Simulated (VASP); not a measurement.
# NbP (I4_1md) in VASP: further runs

NbP is run at these levels: PBEsol; tasks: single point.

Program: VASP 6.6.1. These are calculated values, not measurements. Logs are shortened: lines on timing, memory, paths and dates and some standing lists are left out, and cuts for length are marked.

## (1) The cell of the first run

The structure is tetragonal, space group I4_1md (No. 109). The conventional cell has a = 3.305 Å, b = 3.305 Å, c = 11.325 Å, α = 90.00°, β = 90.00°, γ = 90.00°. Within 3.3 Å of Nb (site symmetry 2mm) lie 6 P at 2.51 to 2.52 Å and 4 Nb at 3.28 Å. Within 3.3 Å of P (site symmetry 2mm) lie 6 Nb at 2.51 to 2.52 Å and 4 P at 3.28 Å.

## (2) Single point, PBEsol

INCAR reads:

```
PREC = Accurate
ENCUT = 520
EDIFF = 1E-7
ISMEAR = -1
SIGMA = 0.05
LREAL = F
LASPH = T
NELM = 80
ALGO = Normal
ISIF = 2
LWAVE = F
LCHARG = F
GGA = PS
NBANDS = 26
```

KPOINTS reads:

```
Automatic mesh
0
Gamma
  11 11 11
```

POSCAR reads:

```
NbP
1.0
   -1.6522863814      1.6522863814      5.6625296365
    1.6522863814     -1.6522863814      5.6625296365
    1.6522863814      1.6522863814     -5.6625296365
Nb P
2 2
Direct
    0.2498808000      0.7498808000      0.5000000000
    0.4998808000      0.4998808000      0.0000000000
    0.8327477700      0.3327477700      0.5000000000
    0.0827477700      0.0827477700      0.0000000000
```

Potentials or basis: VASP PAW PBE potentials, release 64 (Nb_sv, P).

On the command line:

```sh
$ cat potpaw_PBE.64/Nb_sv/POTCAR potpaw_PBE.64/P/POTCAR > POTCAR
$ mpirun -np 1 vasp_std > vasp.out
```

OUTCAR:

```text
PREC = Accurate
   ENCUT = 520
   EDIFF = 1E-7
   ISMEAR = -1
   LREAL = F
   LASPH = T
   NELM = 80
   ISIF = 2
   GGA = PS

 ion  position               nearest neighbor table
   1  0.250  0.750  0.500-   4 2.51   4 2.51   3 2.52   3 2.52   3 2.52   3 2.52
   2  0.500  0.500  0.000-   3 2.51   3 2.51   4 2.52   4 2.52   4 2.52   4 2.52
   3  0.833  0.333  0.500-   2 2.51   2 2.51   1 2.52   1 2.52   1 2.52   1 2.52
   4  0.083  0.083  0.000-   1 2.51   1 2.51   2 2.52   2 2.52   2 2.52   2 2.52

  LATTYP: Found a body centered tetragonal cell.
 ALAT       =     3.3045727628
 C/A-ratio  =     3.4270872775

  Lattice vectors:

 A1 = (  -1.6522863814,   1.6522863814,   5.6625296365)
 A2 = (   1.6522863814,  -1.6522863814,   5.6625296365)
 A3 = (   1.6522863814,   1.6522863814,  -5.6625296365)

Analysis of symmetry for initial positions (statically):
=====================================================================
 Subroutine PRICEL returns:
 Original cell was already a primitive cell.

 Routine SETGRP: Setting up the symmetry group for a
 body centered tetragonal supercell.

 Subroutine GETGRP returns: Found  8 space group operations
 (whereof  4 operations were pure point group operations)
 out of a pool of 16 trial point group operations.

The static configuration has the point symmetry C_2v.
 The point group associated with its full space group is C_4v.

Analysis of symmetry for dynamics (positions and initial velocities):
=====================================================================
 Subroutine PRICEL returns:
 Original cell was already a primitive cell.

 Routine SETGRP: Setting up the symmetry group for a
 body centered tetragonal supercell.

 Subroutine GETGRP returns: Found  8 space group operations
 (whereof  4 operations were pure point group operations)
 out of a pool of 16 trial point group operations.

The dynamic configuration has the point symmetry C_2v.
 The point group associated with its full space group is C_4v.

 Subroutine INISYM returns: Found  8 space group operations
 (whereof  4 operations are pure point group operations),
 and found     1 'primitive' translations

----------------------------------------------------------------------------------------

                                     Primitive cell

  volume of cell :      61.8360

  direct lattice vectors                    reciprocal lattice vectors
    -1.652286381  1.652286381  5.662529637     0.000000000  0.302610979  0.088299759
     1.652286381 -1.652286381  5.662529637     0.302610979  0.000000000  0.088299759
     1.652286381  1.652286381 -5.662529637     0.302610979  0.302610979  0.000000000

  length of vectors
     6.125711588  6.125711588  6.125711588     0.315230475  0.315230475  0.427956551

  position of ions in fractional coordinates (direct lattice)
     0.249880800  0.749880800  0.500000000
     0.499880800  0.499880800  0.000000000
     0.832747770  0.332747770  0.500000000
     0.082747770  0.082747770  0.000000000

  ion indices of the primitive-cell ions
   primitive index   ion index
                 1           1
                 2           2
                 3           3
                 4           4

----------------------------------------------------------------------------------------

 KPOINTS: Automatic mesh

Automatic generation of k-mesh.
 Grid dimensions read from file:
 generate k-points for:   11   11   11

 Generating k-lattice:

  Cartesian coordinates                     Fractional coordinates (reciprocal lattice)
     0.000000000  0.027510089  0.008027251     0.090909091  0.000000000  0.000000000
     0.027510089  0.000000000  0.008027251     0.000000000  0.090909091  0.000000000
     0.027510089  0.027510089  0.000000000     0.000000000  0.000000000  0.090909091

  Length of vectors
     0.028657316  0.028657316  0.038905141

  Shift w.r.t. Gamma in fractional coordinates (k-lattice)
     0.000000000  0.000000000  0.000000000

 Subroutine IBZKPT returns following result:
 ===========================================

 Found    126 irreducible k-points:

 Following reciprocal coordinates:
            Coordinates               Weight
  0.000000  0.000000  0.000000      1.000000
  0.090909  0.000000 -0.000000      8.000000
  0.181818  0.000000 -0.000000      8.000000
  0.272727  0.000000  0.000000      8.000000
  0.363636  0.000000  0.000000      8.000000
  0.454545  0.000000  0.000000      8.000000
[... 16 lines left out ...]
 -0.272727  0.181818  0.000000     16.000000
 -0.181818  0.181818  0.000000      4.000000
 [... further k-points ...]
   k-points           NKPTS =    126   k-points in BZ     NKDIM =    126   number of bands    NBANDS=     26
   number of dos      NEDOS =    301   number of ions     NIONS =      4
   total plane-waves  NPLWV = 110592
   dimension x,y,z NGX =    48 NGY =   48 NGZ =   48
   dimension x,y,z NGXF=    96 NGYF=   96 NGZF=   96
   ions per type =               2   2
   NGX,Y,Z   is equivalent  to a cutoff of  13.03, 13.03, 13.03 a.u.
   NGXF,Y,Z  is equivalent  to a cutoff of  26.05, 26.05, 26.05 a.u.
 SYSTEM =  unknown system
   PREC   = accura    normal or accurate (medium, high low for compatibility)
   ISTART =      0    job   : 0-new  1-cont  2-samecut
   ICHARG =      2    charge: 1-file 2-atom 10-const
   ISPIN  =      1    spin polarized calculation?
   LNONCOLLINEAR =      F non collinear calculations
   LSORBIT =      F    spin-orbit coupling
   LASPH  =      T    aspherical Exc in radial PAW
   ENCUT  =  520.0 eV  38.22 Ry    6.18 a.u.  11.39 11.39 11.39*2*pi/ulx,y,z
   NELM   =     80;   NELMIN=  2; NELMDL= -5     # of ELM steps
   EDIFF  = 0.1E-06   stopping-criterion for ELM
   LREAL  =      F    real-space projection
   EDIFFG = 0.1E-05   stopping-criterion for IOM
   NSW    =      0    number of steps for IOM
   IBRION =     -1    ionic relax: 0-MD 1-quasi-New 2-CG
   NFREE  =      0    steps in history (QN), initial steepest desc. (CG)
   ISIF   =      2    stress and relaxation
   ISYM   =      2    0-nonsym 1-usesym 2-fastsym
   POTIM  = 0.5000    time-step for ionic-motion
   TEBEG  =    0.0;   TEEND  =   0.0 temperature during run
   PSTRESS=    0.0 pullay stress
   NELECT =      36.0000    total number of electrons
   NUPDOWN=      -1.0000    fix difference up-down
   EMIN   =  10.00;   EMAX   =-10.00  energy-range for DOS
   EFERMI =   0.00;   METHOD = LEGACY
   ISMEAR =    -1;   SIGMA  =   0.05  broadening in eV -4-tet -1-fermi 0-gaus
   EFERMI_NEDOS =   21; number of points for ismear=-14 and -15
   IALGO  =     38    algorithm
   IMIX   =      4    mixing-type and parameters
     AMIX     =   0.40;   BMIX     =  1.00
     AMIX_MAG =   1.60;   BMIX_MAG =  1.00
  volume/ion in A,a.u.               =      15.46       104.32
  Fermi-wavevector in a.u.,A,eV,Ry     =   1.366979  2.583216 25.424289  1.868633
  Thomas-Fermi vector in A             =   2.493072
   LORBIT       =      0    0 simple, 1 ext, 2 COOP (PROOUT), +10 PAW based schemes
   GGA     = PS    functional components
   LHFCALC =     F    Hartree Fock is set to
   AEXX    =    0.0000 exact exchange contribution
   IVDW    =     0    specifies the selected vdW correction
   LEPSILON=     F    determine dielectric tensor
   LRPA    =     F    only Hartree local field effects (RPA)
 non-spin polarized calculation
  energy-cutoff  :      520.00
  volume of cell :       61.84
 maximum number of plane-waves:      1686
 NGX is ok and might be reduce to    48
   NGX = 23   NGY = 23   NGZ = 23

 number of electron      36.0000001 magnetization

 Free energy of the ion-electron system (eV)
  ---------------------------------------------------
  ext. energy  EPLUGINS =         0.00000000
  ---------------------------------------------------
  free energy    TOTEN  =       -37.83445409 eV

  energy without entropy =      -37.82905918  energy(sigma->0) =      -37.83175663

 E-fermi :  11.0035     XC(G=0): -12.2983

 val. band max:       10.9741507566   @ k =  -0.0909   0.4545   0.0909
 cond. band min:      11.0087014698   @ k =  -0.0909   0.4545   0.0909
 fundamental gap:      0.0345507132
 Fermi energy:        11.0034686072

 k-point     1 :       0.0000    0.0000    0.0000
  band No.  band energies     occupation
      1     -43.7184      2.00000
      2     -43.6730      2.00000
      3     -20.0739      2.00000
      4     -19.8206      2.00000
      5     -19.8206      2.00000
      6     -19.6657      2.00000
[... 18 lines left out ...]
     25      15.2832      0.00000
     26      15.2832      0.00000

 k-point     2 :       0.0909    0.0000   -0.0000
  band No.  band energies     occupation
      1     -43.7160      2.00000
      2     -43.6720      2.00000
      3     -20.0649      2.00000
      4     -19.8469      2.00000
      5     -19.8185      2.00000
      6     -19.6920      2.00000
[... 18 lines left out ...]
     25      15.2924      0.00000
     26      15.7046      0.00000

 k-point     3 :       0.1818    0.0000   -0.0000
  band No.  band energies     occupation
      1     -43.7094      2.00000
      2     -43.6695      2.00000
      3     -20.0435      2.00000
      4     -19.9132      2.00000
      5     -19.8129      2.00000
      6     -19.7563      2.00000
[... 18 lines left out ...]
     25      15.7550      0.00000
     26      16.5895      0.00000

 k-point     4 :       0.2727    0.0000    0.0000
  band No.  band energies     occupation
      1     -43.7005      2.00000
      2     -43.6666      2.00000
      3     -20.0488      2.00000
      4     -19.9656      2.00000
      5     -19.8323      2.00000
      6     -19.8056      2.00000
[... 18 lines left out ...]
     25      16.0358      0.00000
     26      17.3770      0.00000
[... 496 lines left out ...]
      1     -43.6856      2.00000
      2     -43.6587      2.00000
      3     -20.0985      2.00000
      4     -19.9568      2.00000
      5     -19.8927      2.00000
      6     -19.8661      2.00000
[... 18 lines left out ...]
     25      15.8906      0.00000
     26      17.5811      0.00000

 k-point    23 :      -0.2727    0.1818    0.0000
  band No.  band energies     occupation
      1     -43.6941      2.00000
      2     -43.6610      2.00000
      3     -20.0345      2.00000
      4     -19.9614      2.00000
      5     -19.8877      2.00000
      6     -19.8250      2.00000
[... 18 lines left out ...]
     25      15.9799      0.00000
     26      17.1397      0.00000

 k-point    24 :      -0.1818    0.1818    0.0000
  band No.  band energies     occupation
      1     -43.7023      2.00000
      2     -43.6645      2.00000
      3     -20.0283      2.00000
      4     -19.9165      2.00000
      5     -19.8884      2.00000
      6     -19.7558      2.00000
[... 18 lines left out ...]
     25      15.4461      0.00000
     26      16.7035      0.00000

 [... further k-points ...]

------------------------ aborting loop because EDIFF is reached ----------------------------------------

  FORCE on cell =-STRESS in cart. coord.  units (eV):
  Direction    XX          YY          ZZ          XY          YZ          ZX
  --------------------------------------------------------------------------------------
  -------------------------------------------------------------------------------------
  Total        0.6920997      0.6920997      0.1153017      0.0000000      0.0000000      0.0000000
  in kB       17.9323863     17.9323863      2.9874815      0.0000000      0.0000000      0.0000000
  external PRESSURE =      12.9507514 kB  Pullay stress =       0.0000000 kB

 VOLUME and BASIS-vectors are now :
 -----------------------------------------------------------------------------
  energy-cutoff  :      520.00
  volume of cell :       61.84
      direct lattice vectors                 reciprocal lattice vectors
    -1.652286381  1.652286381  5.662529637     0.000000000  0.302610979  0.088299759
     1.652286381 -1.652286381  5.662529637     0.302610979  0.000000000  0.088299759
     1.652286381  1.652286381 -5.662529637     0.302610979  0.302610979  0.000000000

 POSITION                                       TOTAL-FORCE (eV/Angst)
 -----------------------------------------------------------------------------------
      1.65229     -0.00000      2.82991         0.000000     -0.000000      0.032090
      0.00000      0.00000      5.66118        -0.000000      0.000000      0.032090
     -0.00000      1.65229      3.76839        -0.000000     -0.000000     -0.032090
      0.00000      0.00000      0.93712         0.000000      0.000000     -0.032090
 -----------------------------------------------------------------------------------
    total drift:                                0.000000      0.000000     -0.000096

  FREE ENERGIE OF THE ION-ELECTRON SYSTEM (eV)
  ---------------------------------------------------
  free  energy   TOTEN  =       -37.8344540905 eV

  energy  without entropy=      -37.8290591784  energy(sigma->0) =      -37.83175663
```

Run time: 7.7 min. Hardware: 1 thread of Intel Xeon Platinum 8259CL at 2.50GHz (Skylake/Cascade Lake), shared host; peak memory 0.42 GiB.

Results:

```
Free energy            : -37.8345 eV
Pressure               : 1.3 GPa
Largest force          : 0.032 eV/Å
Band gap on the k mesh : zero (band 18 reaches 11.02 eV, above the bottom of band 19 at 11.01 eV)
```

Forces on the atoms (eV/Å):
```
Nb   0.000  0.000  0.032
Nb   0.000  0.000  0.032
P    0.000  0.000 -0.032
P    0.000  0.000 -0.032
```

Caveat: the PAW data sets were made with another functional, which shifts forces and pressure a little.

(Part 1 of 2 ends here.)
